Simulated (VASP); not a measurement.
# ZrSi3O8 (C2) in VASP: further runs

Runs on ZrSi3O8. Level: PBE. Tasks: single point.

All numbers are computed with VASP 6.6.1; they aren't measurements. Logs are shortened: lines on timing, memory, paths and dates and some standing lists are left out, and cuts for length are marked.

## 1. The cell of the first run

The structure is monoclinic, space group C2 (No. 5). The conventional cell has a = 7.528 Å, b = 7.514 Å, c = 7.514 Å, α = 90.00°, β = 90.25°, γ = 90.00°. Zr (site symmetry 2) has 4 O at 1.96 Å within 2.6 Å. Si (site symmetry 2) has 4 O at 1.63 Å within 2.2 Å. Within 2.2 Å of Si (site symmetry 1) lie 4 O at 1.63 to 1.64 Å. O (site symmetry 1) has 1 Si at 1.63 Å and 1 Zr at 1.96 Å within 2.2 Å. O (site symmetry 1) has 2 Si at 1.63 Å within 2.2 Å. Within 2.2 Å of O (site symmetry 1) lie 2 Si at 1.63 Å. O (site symmetry 1) has 1 Si at 1.64 Å and 1 Zr at 1.96 Å within 2.2 Å.

## 2. Single point, PBE

INCAR reads:

```
SYSTEM = ZrSi3O8
PREC = Accurate
ENCUT = 520
EDIFF = 1E-6
ISMEAR = 0
SIGMA = 0.1
LREAL = .False.
LASPH = .True.
NELM = 60
ALGO = Normal
ISIF = 2
LWAVE = .False.
LCHARG = .True.
GGA = PE
LELF = .True.
LVHAR = .True.
NBANDS = 48
```

KPOINTS reads:

```
regular mesh
0
Gamma
  4 4 4
  0 0 0
```

POSCAR reads:

```
ZrSi3O8
1.0
    3.7641927489     -3.7571153838     -0.0085120088
    3.7641927489      3.7571153838     -0.0085120088
   -0.0157753750      0.0000000000      7.5143277709
Zr Si O
1 3 8
Direct
    0.7916151658      0.2083848342      0.0000000000
    0.2065728288      0.7934271712      0.5000000000
    0.7051372404      0.7046994197      0.2693915834
    0.2953005803      0.2948627596      0.7306084166
    0.5907205213      0.2792314083      0.7866049688
    0.2245313867      0.0712770183      0.5905399249
    0.4288172445      0.7683338931      0.3523939055
    0.7411445214      0.8649971693      0.0857308599
    0.9287229817      0.7754686133      0.4094600751
    0.2316661069      0.5711827555      0.6476060945
    0.1350028307      0.2588554786      0.9142691401
    0.7207685917      0.4092794787      0.2133950312
```

Potentials or basis: VASP PAW PBE potentials, release 64 (Zr_sv, Si, O).

The run is started by

```
$ cat potpaw_PBE.64/Zr_sv/POTCAR potpaw_PBE.64/Si/POTCAR potpaw_PBE.64/O/POTCAR > POTCAR
$ mpirun -np 1 vasp_std > vasp.out
```

OUTCAR:

```text
SYSTEM = ZrSi3O8
   PREC = Accurate
   ENCUT = 520
   EDIFF = 1E-6
   ISMEAR = 0
   LREAL = .False.
   LASPH = .True.
   NELM = 60
   ISIF = 2
   GGA = PE

 ion  position               nearest neighbor table
   1  0.792  0.208  0.000-  11 1.96   8 1.96   5 1.96  12 1.96   3 3.35   4 3.35   4 3.40   3 3.40

   2  0.207  0.793  0.500-   6 1.63   9 1.63   7 1.63  10 1.63
   3  0.705  0.705  0.269-  12 1.63   9 1.63   7 1.63   8 1.64   1 3.35   1 3.40
   4  0.295  0.295  0.731-   5 1.63   6 1.63  10 1.63  11 1.64   1 3.35   1 3.40
   5  0.591  0.279  0.787-   4 1.63   1 1.96
   6  0.225  0.071  0.591-   2 1.63   4 1.63
   7  0.429  0.768  0.352-   2 1.63   3 1.63
   8  0.741  0.865  0.086-   3 1.64   1 1.96
   9  0.929  0.775  0.409-   2 1.63   3 1.63
  10  0.232  0.571  0.648-   2 1.63   4 1.63
  11  0.135  0.259  0.914-   4 1.64   1 1.96
  12  0.721  0.409  0.213-   3 1.63   1 1.96

  LATTYP: Found a base centered monoclinic cell.
 ALAT       =     7.5284047461
 B/A-ratio  =     0.9981172667
 C/A-ratio  =     0.9981323512
 COS(beta)  =    -0.0043606626

  Lattice vectors:

 A1 = (   3.7641927489,  -3.7571153838,  -0.0085120088)
 A2 = (   3.7641927489,   3.7571153838,  -0.0085120088)
 A3 = (  -0.0157753750,   0.0000000000,   7.5143277709)

Analysis of symmetry for initial positions (statically):
=====================================================================
 Subroutine PRICEL returns:
 Original cell was already a primitive cell.

 Routine SETGRP: Setting up the symmetry group for a
 base centered monoclinic supercell.

 Subroutine GETGRP returns: Found  2 space group operations
 (whereof  2 operations were pure point group operations)
 out of a pool of  4 trial point group operations.

The static configuration has the point symmetry C_2 .

Analysis of symmetry for dynamics (positions and initial velocities):
=====================================================================
 Subroutine PRICEL returns:
 Original cell was already a primitive cell.

 Routine SETGRP: Setting up the symmetry group for a
 base centered monoclinic supercell.

 Subroutine GETGRP returns: Found  2 space group operations
 (whereof  2 operations were pure point group operations)
 out of a pool of  4 trial point group operations.

The dynamic configuration has the point symmetry C_2 .

 Subroutine INISYM returns: Found  2 space group operations
 (whereof  2 operations are pure point group operations),
 and found     1 'primitive' translations

----------------------------------------------------------------------------------------

                                     Primitive cell

  volume of cell :     212.5418

  direct lattice vectors                    reciprocal lattice vectors
     3.764192749 -3.757115384 -0.008512009     0.132831236 -0.133080821  0.000278862
     3.764192749  3.757115384 -0.008512009     0.132831236  0.133080821  0.000278862
    -0.015775375  0.000000000  7.514327771     0.000300935  0.000000000  0.133079735

  length of vectors
     5.318377150  5.318377150  7.514344330     0.188028508  0.188028508  0.133080075

  position of ions in fractional coordinates (direct lattice)
     0.791615166  0.208384834  0.000000000
     0.206572829  0.793427171  0.500000000
     0.705137240  0.704699420  0.269391583
     0.295300580  0.294862760  0.730608417
     0.590720521  0.279231408  0.786604969
     0.224531387  0.071277018  0.590539925
     0.428817245  0.768333893  0.352393906
     0.741144521  0.864997169  0.085730860
     0.928722982  0.775468613  0.409460075
     0.231666107  0.571182755  0.647606094
     0.135002831  0.258855479  0.914269140
     0.720768592  0.409279479  0.213395031

  ion indices of the primitive-cell ions
   primitive index   ion index
                 1           1
                 2           2
                 3           3
                 4           4
                 5           5
                 6           6
                 7           7
                 8           8
                 9           9
                10          10
                11          11
                12          12

----------------------------------------------------------------------------------------

 KPOINTS: regular mesh

Automatic generation of k-mesh.
 Grid dimensions read from file:
 generate k-points for:    4    4    4

 Generating k-lattice:

  Cartesian coordinates                     Fractional coordinates (reciprocal lattice)
     0.033207809 -0.033270205  0.000069716     0.250000000  0.000000000  0.000000000
     0.033207809  0.033270205  0.000069716     0.000000000  0.250000000  0.000000000
     0.000075234  0.000000000  0.033269934     0.000000000  0.000000000  0.250000000

  Length of vectors
     0.047007127  0.047007127  0.033270019

  Shift w.r.t. Gamma in fractional coordinates (k-lattice)
     0.000000000  0.000000000  0.000000000

 Subroutine IBZKPT returns following result:
 ===========================================

 Found     24 irreducible k-points:

 Following reciprocal coordinates:
            Coordinates               Weight
  0.000000  0.000000  0.000000      1.000000
  0.250000  0.000000 -0.000000      4.000000
  0.500000  0.000000 -0.000000      2.000000
  0.250000  0.250000 -0.000000      2.000000
  0.500000  0.250000  0.000000      4.000000
 -0.250000  0.250000  0.000000      2.000000
[... 16 lines left out ...]
 -0.250000  0.250000  0.500000      2.000000
  0.500000  0.500000  0.500000      1.000000
   k-points           NKPTS =     24   k-points in BZ     NKDIM =     24   number of bands    NBANDS=     48
   number of dos      NEDOS =    301   number of ions     NIONS =     12
   total plane-waves  NPLWV =  89600
   dimension x,y,z NGX =    40 NGY =   40 NGZ =   56
   dimension x,y,z NGXF=    80 NGYF=   80 NGZF=  112
   ions per type =               1   3   8
   NGX,Y,Z   is equivalent  to a cutoff of  12.50, 12.50, 12.39 a.u.
   NGXF,Y,Z  is equivalent  to a cutoff of  25.01, 25.01, 24.78 a.u.
 SYSTEM =  ZrSi3O8
   PREC   = accura    normal or accurate (medium, high low for compatibility)
   ISTART =      0    job   : 0-new  1-cont  2-samecut
   ICHARG =      2    charge: 1-file 2-atom 10-const
   ISPIN  =      1    spin polarized calculation?
   LNONCOLLINEAR =      F non collinear calculations
   LSORBIT =      F    spin-orbit coupling
   LASPH  =      T    aspherical Exc in radial PAW
   ENCUT  =  520.0 eV  38.22 Ry    6.18 a.u.   9.89  9.89 13.97*2*pi/ulx,y,z
   NELM   =     60;   NELMIN=  2; NELMDL= -5     # of ELM steps
   EDIFF  = 0.1E-05   stopping-criterion for ELM
   LREAL  =      F    real-space projection
   EDIFFG = 0.1E-04   stopping-criterion for IOM
   NSW    =      0    number of steps for IOM
   IBRION =     -1    ionic relax: 0-MD 1-quasi-New 2-CG
   NFREE  =      0    steps in history (QN), initial steepest desc. (CG)
   ISIF   =      2    stress and relaxation
   ISYM   =      2    0-nonsym 1-usesym 2-fastsym
   POTIM  = 0.5000    time-step for ionic-motion
   TEBEG  =    0.0;   TEEND  =   0.0 temperature during run
   PSTRESS=    0.0 pullay stress
   NELECT =      72.0000    total number of electrons
   NUPDOWN=      -1.0000    fix difference up-down
   EMIN   =  10.00;   EMAX   =-10.00  energy-range for DOS
   EFERMI =   0.00;   METHOD = LEGACY
   ISMEAR =     0;   SIGMA  =   0.10  broadening in eV -4-tet -1-fermi 0-gaus
   EFERMI_NEDOS =   21; number of points for ismear=-14 and -15
   IALGO  =     38    algorithm
   IMIX   =      4    mixing-type and parameters
     AMIX     =   0.40;   BMIX     =  1.00
     AMIX_MAG =   1.60;   BMIX_MAG =  1.00
  volume/ion in A,a.u.               =      17.71       119.53
  Fermi-wavevector in a.u.,A,eV,Ry     =   1.141224  2.156600 17.720118  1.302392
  Thomas-Fermi vector in A             =   2.277924
   LORBIT       =      0    0 simple, 1 ext, 2 COOP (PROOUT), +10 PAW based schemes
   GGA     = PE    functional components
   LHFCALC =     F    Hartree Fock is set to
   AEXX    =    0.0000 exact exchange contribution
   IVDW    =     0    specifies the selected vdW correction
   LEPSILON=     F    determine dielectric tensor
   LRPA    =     F    only Hartree local field effects (RPA)
 non-spin polarized calculation
 Gauss-broadening in eV      SIGMA  =   0.10
  energy-cutoff  :      520.00
  volume of cell :      212.54
 maximum number of plane-waves:      5762
   NGX = 19   NGY = 19   NGZ = 27

 number of electron      72.0000012 magnetization

 Free energy of the ion-electron system (eV)
  ---------------------------------------------------
  ext. energy  EPLUGINS =         0.00000000
  ---------------------------------------------------
  free energy    TOTEN  =       -99.09909375 eV

  energy without entropy =      -99.09909375  energy(sigma->0) =      -99.09909375

 E-fermi :  -0.0818     XC(G=0):  -7.7283

 val. band max:       -0.6425790308   @ k =   0.0000   0.0000   0.0000
 cond. band min:       4.5201838901   @ k =   0.0000   0.0000   0.0000
 fundamental gap:      5.1627629209
 Fermi energy:        -0.0818387153

 k-point     1 :       0.0000    0.0000    0.0000
  band No.  band energies     occupation
      1     -47.5547      2.00000
      2     -25.9626      2.00000
      3     -25.9056      2.00000
      4     -25.8926      2.00000
      5     -19.5191      2.00000
      6     -18.6425      2.00000
[... 40 lines left out ...]
     47       9.1378      0.00000
     48       9.1808      0.00000

 k-point     2 :       0.2500    0.0000   -0.0000
  band No.  band energies     occupation
      1     -47.5546      2.00000
      2     -25.9612      2.00000
      3     -25.9087      2.00000
      4     -25.8947      2.00000
      5     -19.4341      2.00000
      6     -18.6670      2.00000
[... 40 lines left out ...]
     47       9.1585      0.00000
     48       9.3740      0.00000

 k-point     3 :       0.5000    0.0000   -0.0000
  band No.  band energies     occupation
      1     -47.5546      2.00000
      2     -25.9596      2.00000
      3     -25.9130      2.00000
      4     -25.8960      2.00000
      5     -19.3225      2.00000
      6     -18.7289      2.00000
[... 40 lines left out ...]
     47       9.0000      0.00000
     48       9.4428      0.00000

 k-point     4 :       0.2500    0.2500   -0.0000
  band No.  band energies     occupation
      1     -47.5546      2.00000
      2     -25.9598      2.00000
      3     -25.9109      2.00000
      4     -25.8979      2.00000
      5     -19.3387      2.00000
      6     -18.6709      2.00000
[... 958 lines left out ...]
     47       8.9491      0.00000
     48       9.3145      0.00000

 k-point    23 :      -0.2500    0.2500    0.5000
  band No.  band energies     occupation
      1     -47.5546      2.00000
      2     -25.9599      2.00000
      3     -25.9106      2.00000
      4     -25.8982      2.00000
      5     -19.3260      2.00000
      6     -18.7145      2.00000
[... 40 lines left out ...]
     47       9.0843      0.00000
     48       9.1067      0.00000

 k-point    24 :       0.5000    0.5000    0.5000
  band No.  band energies     occupation
      1     -47.5546      2.00000
      2     -25.9566      2.00000
      3     -25.9162      2.00000
      4     -25.9037      2.00000
      5     -18.9909      2.00000
      6     -18.6962      2.00000
[... 40 lines left out ...]
     47       8.6917      0.00000
     48       8.9055      0.00000

------------------------ aborting loop because EDIFF is reached ----------------------------------------

  FORCE on cell =-STRESS in cart. coord.  units (eV):
  Direction    XX          YY          ZZ          XY          YZ          ZX
  --------------------------------------------------------------------------------------
  -------------------------------------------------------------------------------------
  Total       -0.0256074     -0.0276369      0.2031864      0.0000000      0.0000000     -0.0311391
  in kB       -0.1930333     -0.2083315      1.5316545      0.0000000      0.0000000     -0.2347318
  external PRESSURE =       0.3767632 kB  Pullay stress =       0.0000000 kB

 VOLUME and BASIS-vectors are now :
 -----------------------------------------------------------------------------
  energy-cutoff  :      520.00
  volume of cell :      212.54
      direct lattice vectors                 reciprocal lattice vectors
     3.764192749 -3.757115384 -0.008512009     0.132831236 -0.133080821  0.000278862
     3.764192749  3.757115384 -0.008512009     0.132831236  0.133080821  0.000278862
    -0.015775375  0.000000000  7.514327771     0.000300935  0.000000000  0.133079735

 POSITION                                       TOTAL-FORCE (eV/Angst)
 -----------------------------------------------------------------------------------
      3.76419     -2.19126     -0.00851        -0.000000      0.012037      0.000000
      3.75631      2.20488      3.74865         0.000000      0.044724      0.000000
      5.30265     -0.00164      2.01230        -0.022239      0.029119      0.011854
      2.20996     -0.00164      5.48501         0.022239      0.029119     -0.011854
      3.26226     -1.17030      5.90340         0.004265      0.013441     -0.017618
      1.10416     -0.57579      4.43499        -0.034271     -0.016224      0.012233
      4.50075      1.27560      2.63781         0.000727     -0.045767      0.038481
      6.04447      0.46533      0.63054        -0.008668     -0.008949     -0.000892
      6.40845     -0.57579      3.06231         0.034271     -0.016224     -0.012233
      3.01186      1.27560      4.85949        -0.000727     -0.045767     -0.038481
      1.46814      0.46533      6.86677         0.008668     -0.008949      0.000892
      4.25035     -1.17030      1.59390        -0.004265      0.013441      0.017618
 -----------------------------------------------------------------------------------
    total drift:                               -0.000000     -0.000259     -0.000000

  FREE ENERGIE OF THE ION-ELECTRON SYSTEM (eV)
  ---------------------------------------------------
  free  energy   TOTEN  =       -99.0990937489 eV

  energy  without entropy=      -99.0990937489  energy(sigma->0) =      -99.09909375
```

It took 4 min on 1 thread of Intel Xeon Platinum 8259CL at 2.50GHz (Skylake/Cascade Lake), shared host; peak memory 0.4 GiB.

Results:

| Item | Value |
| --- | --- |
| Free energy | -99.0991 eV |
| Pressure | 0.0 GPa |
| Largest force | 0.060 eV/Å |
| Band gap on the k mesh | 5.16 eV, direct |

Forces in eV/Å, atoms in the order of the input:
```
Zr   0.000  0.012  0.000
Si   0.000  0.045  0.000
Si  -0.022  0.029  0.012
Si   0.022  0.029 -0.012
O    0.004  0.013 -0.018
O   -0.034 -0.016  0.012
O    0.001 -0.046  0.038
O   -0.009 -0.009 -0.001
O    0.034 -0.016 -0.012
O   -0.001 -0.046 -0.038
O    0.009 -0.009  0.001
O   -0.004  0.013  0.018
```

Stress tensor (GPa, compression positive):
```
-0.02  0.00 -0.02
 0.00 -0.02  0.00
-0.02  0.00  0.15
```

Levels at points of the mesh, in eV from the valence-band top:
| k point | band 33 | band 34 | band 35 | band 36 | band 37 | band 38 | band 39 | band 40 |
| --- | --- | --- | --- | --- | --- | --- | --- | --- |
| (0.00, 0.00, 0.00) | -0.52 | -0.13 | -0.09 | 0.00 | 5.16 | 5.79 | 6.08 | 6.61 |
| (0.50, 0.00, 0.00) | -0.59 | -0.36 | -0.29 | -0.14 | 5.72 | 5.79 | 6.38 | 6.88 |
| (0.50, 0.50, 0.00) | -0.72 | -0.59 | -0.30 | -0.22 | 5.60 | 5.72 | 6.44 | 7.01 |
| (0.00, 0.00, 0.50) | -0.43 | -0.31 | -0.19 | -0.16 | 5.77 | 5.87 | 6.24 | 6.32 |
| (0.50, 0.00, 0.50) | -0.71 | -0.46 | -0.08 | -0.03 | 5.74 | 5.77 | 6.37 | 6.84 |
| (0.50, 0.50, 0.50) | -0.66 | -0.64 | -0.32 | -0.24 | 5.63 | 5.77 | 6.40 | 7.03 |

A k mesh can miss the band edges. Expect the measured gap to be larger: semilocal functionals such as PBE lack the derivative discontinuity.

## 3. Single point, PBE

This run uses another cell than the first one, of 18.27 Å³/atom, 1.032 times its volume.

INCAR reads:

```
PREC = Accurate ; ENCUT = 520
EDIFF = 1E-7 ; ISMEAR = 0
SIGMA = 0.02 ; LREAL = F
LASPH = T ; NELM = 80
ALGO = Normal ; ISIF = 2
LWAVE = F ; LCHARG = F
GGA = PE ; NBANDS = 48
```

KPOINTS reads:

```
regular mesh
0
Gamma
  4 4 4
```

POSCAR reads:

```
ZrSi3O8
1.0
    3.7623142420     -3.8306981403      0.0094073636
    3.7623142420      3.8306981403      0.0094073636
   -0.0139716743      0.0000000000      7.6072157370
Zr Si O
1 3 8
Direct
    0.7702658403      0.2297341597      0.0000000000
    0.2267827792      0.7732172208      0.5000000000
    0.7259396950      0.7250798306      0.2695836196
    0.2749201694      0.2740603050      0.7304163804
    0.5651262889      0.2882000155      0.7911072322
    0.2118736597      0.0105443204      0.6320216140
    0.4899823594      0.7923384880      0.3944277380
    0.7180056709      0.8918136387      0.0897818193
    0.9894556796      0.7881263403      0.3679783860
    0.2076615120      0.5100176406      0.6055722620
    0.1081863613      0.2819943291      0.9102181807
    0.7117999845      0.4348737111      0.2088927678
```

Potentials or basis: VASP PAW PBE potentials, release 64 (Zr_sv, Si, O).

The run is started by

```
$ cat potpaw_PBE.64/Zr_sv/POTCAR potpaw_PBE.64/Si/POTCAR potpaw_PBE.64/O/POTCAR > POTCAR
$ mpirun -np 1 vasp_std > vasp.out
```

It took 4.3 min on 1 thread of Intel Xeon Platinum 8259CL at 2.50GHz (Skylake/Cascade Lake), shared host; peak memory 0.41 GiB.

The run converged. Its results:

```
Free energy            : -99.1201 eV
Pressure               : 0.1 GPa
Largest force          : 0.037 eV/Å
Band gap on the k mesh : 5.19 eV, direct
```

Forces in eV/Å, atoms in the order of the input:
```
Zr   0.000  0.001  0.000
Si   0.000  0.015  0.000
Si   0.017  0.016  0.029
Si  -0.017  0.016 -0.029
O    0.016 -0.007 -0.020
O    0.008 -0.002 -0.003
O    0.001 -0.011 -0.009
O   -0.014 -0.004 -0.012
O   -0.008 -0.002  0.003
O   -0.001 -0.011  0.009
O    0.014 -0.004  0.012
O   -0.016 -0.007  0.020
```

Levels at points of the mesh, in eV from the valence-band top:
```
           k point  band 32  band 33  band 34  band 35  band 36  band 37  band 38  band 39  band 40  band 41
(0.00, 0.00, 0.00)    -0.47    -0.42    -0.18    -0.02     0.00     5.19     5.83     6.07     6.61     6.99
(0.50, 0.00, 0.00)    -0.63    -0.59    -0.29    -0.18    -0.15     5.77     5.80     6.43     6.92     7.04
(0.50, 0.50, 0.00)    -0.95    -0.71    -0.51    -0.28    -0.26     5.68     5.74     6.53     7.05     7.07
(0.00, 0.00, 0.50)    -0.44    -0.32    -0.22    -0.17    -0.10     5.77     5.91     6.21     6.33     6.62
(0.50, 0.00, 0.50)    -0.81    -0.75    -0.40    -0.07     0.00     5.78     5.82     6.42     6.83     7.13
(0.50, 0.50, 0.50)    -0.79    -0.62    -0.58    -0.38    -0.24     5.70     5.79     6.50     6.98     7.15
```

A k mesh can miss the band edges.
